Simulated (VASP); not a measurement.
Runs of VASP 6.6.1 on Si. The structure is that of space group Fd-3m (No. 227), or close to it. The cells are those of the table. 

```csv
task,cell,k mesh,cutoff (eV),smearing,gap on the mesh (eV),pressure (GPa)
relaxation of cell and atoms,"relaxed from a = 3.820 Å, angles 60.0°, 2 atoms",10 × 10 × 10,600,gaussian 0.02 eV,0.45,0.0
single point,"a = 3.820 Å, angles 60.0°, 2 atoms",12 × 12 × 12,520,gaussian 0.01 eV,(a),0.1
single point,"a = 3.820 Å, angles 60.0°, 2 atoms",10 × 10 × 10,520,gaussian 0.02 eV,0.45,0.1
single point,"a = 3.820 Å, angles 60.0°, 2 atoms",8 × 8 × 8,520,gaussian 0.02 eV,0.49,0.1
```

Alike in all rows: level LDA; potentials or basis VASP PAW LDA potentials, release 64 (Si); no spin polarisation.

Estimate the missing entries.

(a) 0.44.

A k mesh can miss the band edges.
